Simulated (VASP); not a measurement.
# Cu (P2/m) in VASP: a series of runs

Runs on Cu. Level: PBEsol. Tasks: single point.

Program: VASP 6.6.1. These are calculated values, not measurements. Logs are shortened: lines on timing, memory, paths and dates and some standing lists are left out, and cuts for length are marked.

## 1. The cell of the first run

It takes space group P2/m (No. 10, monoclinic). Conventional cell: a = 11.334 Å, b = 2.193 Å, c = 21.770 Å, α = 90.00°, β = 101.93°, γ = 90.00°. Within 2.9 Å of Cu (site symmetry 2/m) lie 2 Cu at 2.19 Å.

## 2. Single point, PBEsol

Contents of INCAR:

```
  PREC = Accurate
  ENCUT = 520
  EDIFF = 1E-7
  ISMEAR = 1
  SIGMA = 0.15
  LREAL = False
  LASPH = True
  NELM = 100
  ALGO = Normal
  ISIF = 2
  LWAVE = False
  LCHARG = False
  GGA = PS
  NBANDS = 12
```

Contents of KPOINTS:

```
regular mesh
0
Gamma
  3 13 2
```

Contents of POSCAR:

```
Cu
1.0
   11.3340600437      0.0000000000      0.0000000000
    0.0000000000      2.1925214815      0.0000000000
   -4.5018093725      0.0000000000     21.2995211841
Cu
1
Direct
    0.5000000000      0.5000000000      0.5000000000
```

Potentials or basis: VASP PAW PBE potentials, release 64 (Cu).

On the command line:

```
cat potpaw_PBE.64/Cu/POTCAR > POTCAR
mpirun -np 1 vasp_std > vasp.out
```

OUTCAR:

```text
PREC = Accurate
   ENCUT = 520
   EDIFF = 1E-7
   ISMEAR = 1
   LREAL = False
   LASPH = True
   NELM = 100
   ISIF = 2
   GGA = PS

 ion  position               nearest neighbor table
   1  0.500  0.500  0.500-

  LATTYP: Found a simple monoclinic cell.
 ALAT       =    11.3340600437
 B/A-ratio  =     0.1934453738
 C/A-ratio  =     1.9207652505
 COS(beta)  =    -0.2067889375

  Lattice vectors:

 A1 = (  11.3340600437,   0.0000000000,   0.0000000000)
 A2 = (   0.0000000000,   2.1925214815,   0.0000000000)
 A3 = (  -4.5018093725,   0.0000000000,  21.2995211841)

Analysis of symmetry for initial positions (statically):
=====================================================================
 Subroutine PRICEL returns:
 Original cell was already a primitive cell.

 Routine SETGRP: Setting up the symmetry group for a
 simple monoclinic supercell.

 Subroutine GETGRP returns: Found  4 space group operations
 (whereof  4 operations were pure point group operations)
 out of a pool of  4 trial point group operations.

The static configuration has the point symmetry C_2h.

Analysis of symmetry for dynamics (positions and initial velocities):
=====================================================================
 Subroutine PRICEL returns:
 Original cell was already a primitive cell.

 Routine SETGRP: Setting up the symmetry group for a
 simple monoclinic supercell.

 Subroutine GETGRP returns: Found  4 space group operations
 (whereof  4 operations were pure point group operations)
 out of a pool of  4 trial point group operations.

The dynamic configuration has the point symmetry C_2h.

 Subroutine INISYM returns: Found  4 space group operations
 (whereof  4 operations are pure point group operations),
 and found     1 'primitive' translations

----------------------------------------------------------------------------------------

                                     Primitive cell

  volume of cell :     529.2967

  direct lattice vectors                    reciprocal lattice vectors
    11.334060044  0.000000000  0.000000000     0.088229637  0.000000000  0.018647978
     0.000000000  2.192521482  0.000000000     0.000000000  0.456095873  0.000000000
    -4.501809373  0.000000000 21.299521184     0.000000000  0.000000000  0.046949412

  length of vectors
    11.334060044  2.192521482 21.770068679     0.090178800  0.456095873  0.046949412

  position of ions in fractional coordinates (direct lattice)
     0.500000000  0.500000000  0.500000000

  ion indices of the primitive-cell ions
   primitive index   ion index
                 1           1

----------------------------------------------------------------------------------------

 KPOINTS: regular mesh

Automatic generation of k-mesh.
 Grid dimensions read from file:
 generate k-points for:    3   13    2

 Generating k-lattice:

  Cartesian coordinates                     Fractional coordinates (reciprocal lattice)
     0.029409879  0.000000000  0.006215993     0.333333333  0.000000000  0.000000000
     0.000000000  0.035084298  0.000000000     0.000000000  0.076923077  0.000000000
     0.000000000  0.000000000  0.023474706     0.000000000  0.000000000  0.500000000

  Length of vectors
     0.030059600  0.035084298  0.023474706

  Shift w.r.t. Gamma in fractional coordinates (k-lattice)
     0.000000000  0.000000000  0.000000000

 Subroutine IBZKPT returns following result:
 ===========================================

 Found     28 irreducible k-points:

 Following reciprocal coordinates:
            Coordinates               Weight
  0.000000  0.000000  0.000000      1.000000
  0.333333  0.000000  0.000000      2.000000
  0.000000  0.076923  0.000000      2.000000
  0.333333  0.076923  0.000000      4.000000
  0.000000  0.153846  0.000000      2.000000
  0.333333  0.153846  0.000000      4.000000
[... 16 lines left out ...]
  0.000000  0.307692  0.500000      2.000000
  0.333333  0.307692  0.500000      4.000000
 [... further k-points ...]
   k-points           NKPTS =     28   k-points in BZ     NKDIM =     28   number of bands    NBANDS=     12
   number of dos      NEDOS =    301   number of ions     NIONS =      1
   total plane-waves  NPLWV = 217728
   dimension x,y,z NGX =    84 NGY =   16 NGZ =  162
   dimension x,y,z NGXF=   168 NGYF=   32 NGZF=  324
   ions per type =               1
   NGX,Y,Z   is equivalent  to a cutoff of  12.32, 12.13, 12.37 a.u.
   NGXF,Y,Z  is equivalent  to a cutoff of  24.64, 24.26, 24.74 a.u.
 SYSTEM =  unknown system
   PREC   = accura    normal or accurate (medium, high low for compatibility)
   ISTART =      0    job   : 0-new  1-cont  2-samecut
   ICHARG =      2    charge: 1-file 2-atom 10-const
   ISPIN  =      1    spin polarized calculation?
   LNONCOLLINEAR =      F non collinear calculations
   LSORBIT =      F    spin-orbit coupling
   LASPH  =      T    aspherical Exc in radial PAW
   ENCUT  =  520.0 eV  38.22 Ry    6.18 a.u.  21.07  4.08 40.48*2*pi/ulx,y,z
   NELM   =    100;   NELMIN=  2; NELMDL= -5     # of ELM steps
   EDIFF  = 0.1E-06   stopping-criterion for ELM
   LREAL  =      F    real-space projection
   EDIFFG = 0.1E-05   stopping-criterion for IOM
   NSW    =      0    number of steps for IOM
   IBRION =     -1    ionic relax: 0-MD 1-quasi-New 2-CG
   NFREE  =      0    steps in history (QN), initial steepest desc. (CG)
   ISIF   =      2    stress and relaxation
   ISYM   =      2    0-nonsym 1-usesym 2-fastsym
   POTIM  = 0.5000    time-step for ionic-motion
   TEBEG  =    0.0;   TEEND  =   0.0 temperature during run
   PSTRESS=    0.0 pullay stress
   NELECT =      11.0000    total number of electrons
   NUPDOWN=      -1.0000    fix difference up-down
   EMIN   =  10.00;   EMAX   =-10.00  energy-range for DOS
   EFERMI =   0.00;   METHOD = LEGACY
   ISMEAR =     1;   SIGMA  =   0.15  broadening in eV -4-tet -1-fermi 0-gaus
   EFERMI_NEDOS =   21; number of points for ismear=-14 and -15
   IALGO  =     38    algorithm
   IMIX   =      4    mixing-type and parameters
     AMIX     =   0.40;   BMIX     =  1.00
     AMIX_MAG =   1.60;   BMIX_MAG =  1.00
  volume/ion in A,a.u.               =     529.30      3571.87
  Fermi-wavevector in a.u.,A,eV,Ry     =   0.450097  0.850560  2.756366  0.202587
  Thomas-Fermi vector in A             =   1.430563
   LORBIT       =      0    0 simple, 1 ext, 2 COOP (PROOUT), +10 PAW based schemes
   GGA     = PS    functional components
   LHFCALC =     F    Hartree Fock is set to
   AEXX    =    0.0000 exact exchange contribution
   IVDW    =     0    specifies the selected vdW correction
   LEPSILON=     F    determine dielectric tensor
   LRPA    =     F    only Hartree local field effects (RPA)
 non-spin polarized calculation
 Methfessel and Paxton  Order N= 1 SIGMA  =   0.15
  energy-cutoff  :      520.00
  volume of cell :      529.30
 maximum number of plane-waves:     14362
   NGX = 43   NGY =  9   NGZ = 81

 number of electron      11.0000002 magnetization

 Free energy of the ion-electron system (eV)
  ---------------------------------------------------
  ext. energy  EPLUGINS =         0.00000000
  ---------------------------------------------------
  free energy    TOTEN  =        -1.93486882 eV

  energy without entropy =       -1.93567620  energy(sigma->0) =       -1.93513794

 E-fermi :  -5.0591     XC(G=0):  -0.7701

 val. band max:       -5.0961586621   @ k =   0.0000   0.0000   0.5000
 cond. band min:      -4.4410047086   @ k =   0.0000   0.3077   0.5000
 fundamental gap:      0.6551539534
 Fermi energy:        -5.0591444704

 k-point     1 :       0.0000    0.0000    0.0000
  band No.  band energies     occupation
      1      -8.8152      2.00000
      2      -6.3025      2.00000
      3      -6.0723      2.00000
      4      -6.0723      2.00000
      5      -5.0962      1.40392
      6      -5.0962      1.40390
      7      -2.1629     -0.00000
      8      -2.1553     -0.00000
      9       0.0434      0.00000
     10       0.4689      0.00000
     11       0.5451      0.00000
     12       1.0147      0.00000

 k-point     2 :       0.3333    0.0000    0.0000
  band No.  band energies     occupation
      1      -8.8152      2.00000
      2      -6.3025      2.00000
      3      -6.0723      2.00000
      4      -6.0723      2.00000
      5      -5.0962      1.40391
      6      -5.0962      1.40390
      7      -2.1659     -0.00000
      8      -2.1618     -0.00000
      9       0.2281      0.00000
     10       0.5499      0.00000
     11       0.6993      0.00000
     12       0.7076      0.00000

 k-point     3 :       0.0000    0.0769    0.0000
  band No.  band energies     occupation
      1      -8.5865      2.00000
      2      -6.2075      2.00000
      3      -6.0451      2.00000
      4      -6.0451      2.00000
      5      -5.2824      2.05636
      6      -5.2824      2.05636
      7      -1.8830      0.00000
      8      -1.8745      0.00000
      9       0.2254      0.00000
     10       0.6531      0.00000
     11       0.7351      0.00000
     12       1.1977      0.00000

 k-point     4 :       0.3333    0.0769    0.0000
  band No.  band energies     occupation
      1      -8.5865      2.00000
      2      -6.2074      2.00000
      3      -6.0451      2.00000
      4      -6.0451      2.00000
      5      -5.2824      2.05636
      6      -5.2824      2.05636
      7      -1.8863      0.00000
      8      -1.8818      0.00000
      9       0.4116      0.00000
     10       0.7362      0.00000
     11       0.8881      0.00000
     12       0.8923      0.00000

 k-point     5 :       0.0000    0.1538    0.0000
  band No.  band energies     occupation
      1      -7.9245      2.00000
      2      -5.9699      2.00000
      3      -5.9699      2.00000
      4      -5.9229      2.00000
      5      -5.7091      2.00000
      6      -5.7091      2.00000
      7      -1.1470      0.00000
      8      -1.1364      0.00000
      9       0.7718      0.00000
     10       1.2057      0.00000
     11       1.3023      0.00000
     12       1.7471      0.00000
[... 228 lines left out ...]
      1      -6.9373      2.00000
      2      -6.1916      2.00000
      3      -6.1916      2.00000
      4      -5.8640      2.00000
      5      -5.8639      2.00000
      6      -5.4136      2.00418
      7      -0.0714      0.00000
      8      -0.0583      0.00000
      9       1.7037      0.00000
     10       1.9944      0.00000
     11       2.4315      0.00000
     12       2.6596      0.00000

 k-point    22 :       0.3333    0.2308    0.5000
  band No.  band energies     occupation
      1      -6.9373      2.00000
      2      -6.1916      2.00000
      3      -6.1916      2.00000
      4      -5.8640      2.00000
      5      -5.8639      2.00000
      6      -5.4136      2.00418
      7      -0.0764      0.00000
      8      -0.0694      0.00000
      9       1.8959      0.00000
     10       2.1224      0.00000
     11       2.3814      0.00000
     12       2.4670      0.00000

 k-point    23 :       0.0000    0.3077    0.5000
  band No.  band energies     occupation
      1      -6.6224      2.00000
      2      -6.6224      2.00000
      3      -5.9839      2.00000
      4      -5.7517      2.00000
      5      -5.7517      2.00000
      6      -4.4410     -0.00000
      7       1.3118      0.00000
      8       1.3268      0.00000
      9       2.9736      0.00000
     10       3.2939      0.00000
     11       3.7216      0.00000
     12       3.9666      0.00000

 k-point    24 :       0.3333    0.3077    0.5000
  band No.  band energies     occupation
      1      -6.6224      2.00000
      2      -6.6224      2.00000
      3      -5.9839      2.00000
      4      -5.7517      2.00000
      5      -5.7517      2.00000
      6      -4.4410     -0.00000
      7       1.3062      0.00000
      8       1.3142      0.00000
      9       3.1660      0.00000
     10       3.4193      0.00000
     11       3.6807      0.00000
     12       3.7614      0.00000

 [... further k-points ...]

------------------------ aborting loop because EDIFF is reached ----------------------------------------

  FORCE on cell =-STRESS in cart. coord.  units (eV):
  Direction    XX          YY          ZZ          XY          YZ          ZX
  --------------------------------------------------------------------------------------
  -------------------------------------------------------------------------------------
  Total       -0.0076379      1.0351529     -0.0070422      0.0000000      0.0000000      0.0001094
  in kB       -0.0231198      3.1334003     -0.0213166      0.0000000      0.0000000      0.0003310
  external PRESSURE =       1.0296546 kB  Pullay stress =       0.0000000 kB

 VOLUME and BASIS-vectors are now :
 -----------------------------------------------------------------------------
  energy-cutoff  :      520.00
  volume of cell :      529.30
      direct lattice vectors                 reciprocal lattice vectors
    11.334060044  0.000000000  0.000000000     0.088229637  0.000000000  0.018647978
     0.000000000  2.192521482  0.000000000     0.000000000  0.456095873  0.000000000
    -4.501809373  0.000000000 21.299521184     0.000000000  0.000000000  0.046949412

 POSITION                                       TOTAL-FORCE (eV/Angst)
 -----------------------------------------------------------------------------------
      3.41613      1.09626     10.64976         0.000000      0.000000      0.000000
 -----------------------------------------------------------------------------------
    total drift:                                0.000000     -0.000000     -0.000000

  FREE ENERGIE OF THE ION-ELECTRON SYSTEM (eV)
  ---------------------------------------------------
  free  energy   TOTEN  =        -1.9348688156 eV

  energy  without entropy=       -1.9356761957  energy(sigma->0) =       -1.93513794
```

Wall time 88 s (1 thread of Intel Xeon 6975P-C (Granite Rapids), shared host); peak memory 0.56 GiB.

What came out:

```
Free energy            : -1.9349 eV
Pressure               : 0.1 GPa
Band gap on the k mesh : zero (an odd number of electrons rules out a gap without spin polarisation)
```

Stress tensor (GPa, compression positive):
```
0.00 0.00 0.00
0.00 0.31 0.00
0.00 0.00 0.00
```

Caveat: the PAW data sets were made with another functional, which shifts forces and pressure a little.

(Continued in part 2 of 2.)

The gap in the log of VASP goes by the Fermi energy; the results here count the filled bands.